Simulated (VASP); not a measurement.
# Ti4S in VASP: a series of runs

Runs on Ti4S. Level: PBE. Tasks: single point.

Everything below comes from runs of VASP 6.6.1. Logs are shortened: lines on timing, memory, paths and dates and some standing lists are left out, and cuts for length are marked.

**1. The cell of the first run**

The cell holds a slab with vacuum, 5 atoms: a = 3.255 Å, b = 3.255 Å, c = 20.179 Å, α = 90.00°, β = 90.00°, γ = 90.00°.

**2. Single point, PBE**

The input, INCAR:

```
SYSTEM = Ti4S
PREC     = Accurate       ! precision mode
ENCUT    = 520            ! plane-wave cutoff, eV
EDIFF    = 1E-6           ! SCF threshold, eV
ISMEAR   = 0              ! smearing method
SIGMA    = 0.1            ! smearing width, eV
LREAL    = .False.        ! projectors in reciprocal space
LASPH    = .True.         ! aspherical terms in the spheres
NELM     = 60             ! most SCF steps
ALGO     = Normal         ! electronic algorithm
ISIF     = 2              ! what is computed and relaxed
LWAVE    = .False.        ! write WAVECAR
LCHARG   = .False.        ! write CHGCAR
LDIPOL   = .True.       
IDIPOL   = 3            
DIPOL    = 0.5 0.5 0.356
GGA      = PE             ! functional
NBANDS   = 35             ! bands
```

The input, KPOINTS:

```
Automatic mesh
0
Gamma
  8 8 1
  0 0 0
```

The input, POSCAR:

```
Ti4S
1.0
    3.2553359259      0.0000000000      0.0000000000
    0.0000000000      3.2553359259      0.0000000000
    0.0000000000      0.0000000000     20.1793674375
Ti S
4 1
Direct
    0.5000000000      0.5000000000      0.1982222690
    0.0000000000      0.0000000000      0.2788822782
    0.5000000000      0.5000000000      0.3551865247
    0.0000000000      0.0000000000      0.4301109767
    0.2500000000      0.2500000000      0.5198346947
```

Potentials or basis: VASP PAW PBE potentials, release 64 (Ti_sv, S).

Command:

```bash
$ cat potpaw_PBE.64/Ti_sv/POTCAR potpaw_PBE.64/S/POTCAR > POTCAR
$ mpirun -np 1 vasp_std > vasp.out
```

OUTCAR:

```text
SYSTEM = Ti4S
   PREC = Accurate
   ENCUT = 520
   EDIFF = 1E-6
   ISMEAR = 0
   LREAL = .False.
   LASPH = .True.
   NELM = 60
   ISIF = 2
   GGA = PE

 ion  position               nearest neighbor table
   1  0.500  0.500  0.198-   2 2.82   2 2.82   2 2.82   2 2.82
   2  0.000  0.000  0.279-   3 2.77   3 2.77   3 2.77   3 2.77   1 2.82   1 2.82   1 2.82   1 2.82

   3  0.500  0.500  0.355-   4 2.75   4 2.75   4 2.75   4 2.75   2 2.77   2 2.77   2 2.77   2 2.77

   4  0.000  0.000  0.430-   5 2.15   3 2.75   3 2.75   3 2.75   3 2.75
   5  0.250  0.250  0.520-   4 2.15

  LATTYP: Found a simple tetragonal cell.
 ALAT       =     3.2553359259
 C/A-ratio  =     6.1988587036

  Lattice vectors:

 A1 = (   3.2553359259,   0.0000000000,   0.0000000000)
 A2 = (   0.0000000000,   3.2553359259,   0.0000000000)
 A3 = (   0.0000000000,   0.0000000000,  20.1793674375)

Analysis of symmetry for initial positions (statically):
=====================================================================
 Subroutine PRICEL returns:
 Original cell was already a primitive cell.

 Routine SETGRP: Setting up the symmetry group for a
 simple tetragonal supercell.

 Subroutine GETGRP returns: Found  2 space group operations
 (whereof  2 operations were pure point group operations)
 out of a pool of 16 trial point group operations.

The static configuration has the point symmetry C_1h.

Analysis of symmetry for dynamics (positions and initial velocities):
=====================================================================
 Subroutine PRICEL returns:
 Original cell was already a primitive cell.

 Routine SETGRP: Setting up the symmetry group for a
 simple tetragonal supercell.

 Subroutine GETGRP returns: Found  2 space group operations
 (whereof  2 operations were pure point group operations)
 out of a pool of 16 trial point group operations.

The dynamic configuration has the point symmetry C_1h.

 Subroutine INISYM returns: Found  2 space group operations
 (whereof  2 operations are pure point group operations),
 and found     1 'primitive' translations

----------------------------------------------------------------------------------------

                                     Primitive cell

  volume of cell :     213.8450

  direct lattice vectors                    reciprocal lattice vectors
[... 95 lines left out ...]
   ISIF   =      2    stress and relaxation
   ISYM   =      2    0-nonsym 1-usesym 2-fastsym
   POTIM  = 0.5000    time-step for ionic-motion
   TEBEG  =    0.0;   TEEND  =   0.0 temperature during run
   PSTRESS=    0.0 pullay stress
   NELECT =      54.0000    total number of electrons
   NUPDOWN=      -1.0000    fix difference up-down
   EMIN   =  10.00;   EMAX   =-10.00  energy-range for DOS
   EFERMI =   0.00;   METHOD = LEGACY
   ISMEAR =     0;   SIGMA  =   0.10  broadening in eV -4-tet -1-fermi 0-gaus
   EFERMI_NEDOS =   21; number of points for ismear=-14 and -15
   IALGO  =     38    algorithm
   IMIX   =      4    mixing-type and parameters
     AMIX     =   0.40;   BMIX     =  1.00
     AMIX_MAG =   1.60;   BMIX_MAG =  1.00
  volume/ion in A,a.u.               =      42.77       288.62
  Fermi-wavevector in a.u.,A,eV,Ry     =   1.034760  1.955413 14.568147  1.070729
  Thomas-Fermi vector in A             =   2.169071
   LORBIT       =      0    0 simple, 1 ext, 2 COOP (PROOUT), +10 PAW based schemes
   GGA     = PE    functional components
   LHFCALC =     F    Hartree Fock is set to
   AEXX    =    0.0000 exact exchange contribution
   IVDW    =     0    specifies the selected vdW correction
   LEPSILON=     F    determine dielectric tensor
   LRPA    =     F    only Hartree local field effects (RPA)
 non-spin polarized calculation
 Gauss-broadening in eV      SIGMA  =   0.10
  energy-cutoff  :      520.00
  volume of cell :      213.85
 maximum number of plane-waves:      5808
   NGX = 13   NGY = 13   NGZ = 75

 dipolmoment           0.000000      0.000000     -0.010983 electrons x Angstroem

 number of electron      54.0000020 magnetization

 dipolmoment           0.000000      0.000000      0.142093 electrons x Angstroem

 Free energy of the ion-electron system (eV)
  ---------------------------------------------------
  ext. energy  EPLUGINS =         0.00000000
  ---------------------------------------------------
  free energy    TOTEN  =       -34.19848452 eV

  energy without entropy =      -34.15143100  energy(sigma->0) =      -34.17495776

 E-fermi :   0.5327     XC(G=0):  -5.4833

 val. band max:        0.5174331320   @ k =   0.2500   0.2500   0.0000
 cond. band min:       0.5331426260   @ k =  -0.2500   0.3750   0.0000
 fundamental gap:      0.0157094941
 Fermi energy:         0.5327442585

 k-point     1 :       0.0000    0.0000    0.0000
  band No.  band energies     occupation
      1     -56.5382      2.00000
      2     -56.1678      2.00000
      3     -55.8074      2.00000
      4     -55.6288      2.00000
      5     -32.8985      2.00000
      6     -32.6910      2.00000
[... 787 lines left out ...]
     34       2.9955      0.00000
     35       3.1374      0.00000

------------------------ aborting loop because EDIFF is reached ----------------------------------------

 vacuum level on the upper side and lower side of the slab       (xc-potential included)         1.076        -1.338

  FORCE on cell =-STRESS in cart. coord.  units (eV):
  Direction    XX          YY          ZZ          XY          YZ          ZX
  --------------------------------------------------------------------------------------
  -------------------------------------------------------------------------------------
  Total       -0.7893008     -0.7893008      0.1932382      0.9901496      2.1516927      2.1516942
  in kB       -5.9136274     -5.9136274      1.4477859      7.4184340     16.1209882     16.1209996
  external PRESSURE =      -3.4598230 kB  Pullay stress =       0.0000000 kB

 VOLUME and BASIS-vectors are now :
 -----------------------------------------------------------------------------
  energy-cutoff  :      520.00
  volume of cell :      213.85
      direct lattice vectors                 reciprocal lattice vectors
     3.255335926  0.000000000  0.000000000     0.307187959  0.000000000  0.000000000
     0.000000000  3.255335926  0.000000000     0.000000000  0.307187959  0.000000000
     0.000000000  0.000000000 20.179367438     0.000000000  0.000000000  0.049555567

 POSITION                                       TOTAL-FORCE (eV/Angst)
 -----------------------------------------------------------------------------------
      1.62767      1.62767      4.00000        -0.029804     -0.029804      0.550569
      0.00000      0.00000      5.62767         0.119101      0.119101     -0.487121
      1.62767      1.62767      7.16744        -0.332492     -0.332492     -0.866339
      0.00000      0.00000      8.67937        -0.791371     -0.791371      0.804557
      0.81383      0.81383     10.48994         1.034566      1.034566     -0.001666
 -----------------------------------------------------------------------------------
    total drift:                               -0.000007     -0.000007     -0.000081

  FREE ENERGIE OF THE ION-ELECTRON SYSTEM (eV)
  ---------------------------------------------------
  free  energy   TOTEN  =       -34.1984845164 eV

  energy  without entropy=      -34.1514310007  energy(sigma->0) =      -34.17495776

 vacuum level on the upper side and lower side of the slab         6.118         3.632
```

Run time: 4.8 min. Hardware: 1 thread of Intel Xeon 6975P-C (Granite Rapids), shared host; peak memory 0.34 GiB.

Results:

```
Free energy            : -34.1985 eV
Largest force          : 1.463 eV/Å
Band gap on the k mesh : zero (bands 27 and 28 overlap by 0.92 eV)
```

Forces in eV/Å, atoms in the order of the input:
```
Ti  -0.030 -0.030  0.551
Ti   0.119  0.119 -0.487
Ti  -0.332 -0.332 -0.866
Ti  -0.791 -0.791  0.805
S    1.035  1.035 -0.002
```

Levels at points of the mesh, in eV from the Fermi level:
```csv
k point,band 24,band 25,band 26,band 27,band 28,band 29,band 30,band 31
"(0.00, 0.00, 0.00)",-1.23,-0.06,0.19,0.64,0.90,0.93,0.99,1.05
"(0.50, 0.00, 0.00)",-0.52,-0.20,-0.16,0.05,0.11,0.74,0.83,0.98
"(0.50, 0.50, 0.00)",-0.65,-0.64,-0.38,-0.37,-0.28,0.05,0.30,1.95
```

**3. Single point, PBE**

The input, INCAR:

```
SYSTEM = Ti4S
  PREC = Accurate
  ENCUT = 520
  EDIFF = 1E-7
  ISMEAR = 0
  SIGMA = 0.1
  LREAL = .FALSE.
  LASPH = .TRUE.
  NELM = 60
  ALGO = Normal
  ISIF = 2
  LWAVE = .FALSE.
  LCHARG = .TRUE.
  LDIPOL = .TRUE.
  IDIPOL = 3
  DIPOL = 0.5 0.5 0.359
  GGA = PE
  LELF = .TRUE.
  LVHAR = .TRUE.
  LVACPOTAV = .TRUE.
  NBANDS = 35
```

The input, KPOINTS:

```
Automatic mesh
0
G
  8 8 1
  0 0 0
```

POSCAR, as its differences from that of step 2:

```diff
@@ -12,2 +12,2 @@
     0.0000000000      0.0000000000      0.4301109767
-    0.2500000000      0.2500000000      0.5198346947
+    0.1250000000      0.1250000000      0.5342150112
```

Potentials or basis: VASP PAW PBE potentials, release 64 (Ti_sv, S).

Command:

```bash
$ cat potpaw_PBE.64/Ti_sv/POTCAR potpaw_PBE.64/S/POTCAR > POTCAR
$ mpirun -np 1 vasp_std > vasp.out
```

It took 5.7 min on 1 thread of Intel Xeon 6975P-C (Granite Rapids), shared host; peak memory 0.35 GiB.

Results (log left out):

```yaml
Free_energy: -33.6140 eV
Largest_force: 1.062 eV/Å
Band_gap_on_the_k_mesh: zero (bands 27 and 28 overlap by 0.61 eV)
```

Forces on the atoms (eV/Å):
```
Ti  -0.024 -0.024  0.617
Ti   0.075  0.075 -0.602
Ti  -0.170 -0.170 -0.972
Ti  -0.340 -0.340  0.947
S    0.460  0.460  0.009
```

Levels at points of the mesh, in eV from the Fermi level:
| k point | band 23 | band 24 | band 25 | band 26 | band 27 | band 28 | band 29 | band 30 | band 31 | band 32 |
| --- | --- | --- | --- | --- | --- | --- | --- | --- | --- | --- |
| (0.00, 0.00, 0.00) | -1.67 | -0.91 | 0.02 | 0.16 | 0.26 | 0.82 | 0.91 | 0.92 | 1.06 | 1.26 |
| (0.50, 0.00, 0.00) | -1.25 | -0.39 | -0.22 | -0.17 | 0.00 | 0.36 | 0.83 | 0.86 | 1.20 | 1.24 |
| (0.50, 0.50, 0.00) | -0.72 | -0.66 | -0.65 | -0.56 | -0.35 | -0.34 | 0.06 | 0.17 | 1.93 | 1.99 |

**4. Single point, PBE**

The input, INCAR:

```
SYSTEM = Ti4S
ALGO = Normal
DIPOL = 0.5 0.5 0.351
EDIFF = 1E-6
ENCUT = 520
GGA = PE
IDIPOL = 3
ISIF = 2
ISMEAR = 0
LASPH = .True.
LCHARG = .False.
LDIPOL = .True.
LREAL = .False.
LWAVE = .False.
NBANDS = 35
NELM = 60
PREC = Accurate
SIGMA = 0.1
```

The input, KPOINTS:

```
k-points
0
Gamma
  8 8 1
  0 0 0
```

POSCAR, as its differences from that of step 3:

```diff
@@ -12,2 +12,2 @@
     0.0000000000      0.0000000000      0.4301109767
-    0.1250000000      0.1250000000      0.5342150112
+    0.3750000000      0.3750000000      0.4925722213
```

Command:

```bash
$ cat potpaw_PBE.64/Ti_sv/POTCAR potpaw_PBE.64/S/POTCAR > POTCAR
$ mpirun -np 1 vasp_std > vasp.out
```

It took 6.3 min on 1 thread of Intel Xeon 6975P-C (Granite Rapids), shared host; peak memory 0.34 GiB.

The run converged. Its results:

| Property | Result |
| --- | --- |
| Free energy | -35.6213 eV |
| Largest force | 3.386 eV/Å |
| Band gap on the k mesh | zero (bands 27 and 28 overlap by 0.94 eV) |

Forces on the atoms (eV/Å):
```
Ti  -0.043 -0.043  0.533
Ti   0.016  0.016 -0.706
Ti  -0.187 -0.187 -0.408
Ti  -2.181 -2.181  0.581
S    2.394  2.394  0.000
```

Levels at points of the mesh, in eV from the Fermi level:
```csv
k point,band 24,band 25,band 26,band 27,band 28,band 29,band 30,band 31
"(0.00, 0.00, 0.00)",-1.51,-0.32,0.20,0.70,0.96,0.98,0.99,1.16
"(0.50, 0.00, 0.00)",-0.64,-0.32,-0.17,0.01,0.10,0.41,0.77,1.00
"(0.50, 0.50, 0.00)",-0.66,-0.65,-0.41,-0.40,0.05,0.07,1.38,1.99
```

**5. Summary**

| cell | gap on the mesh (eV) | largest force (eV/Å) |
| --- | --- | --- |
| as given, atomic positions A | none | 1.46 |
| as given, atomic positions B | none | 1.06 |
| as given, atomic positions C | none | 3.39 |

Alike in all rows: task single point; level PBE; potentials or basis VASP PAW PBE potentials, release 64 (Ti_sv, S); no spin polarisation; k mesh 8 × 8 × 1; cutoff (eV) 520; smearing gaussian 0.1 eV.

Absolute energies hang on the potentials; compare differences alone.
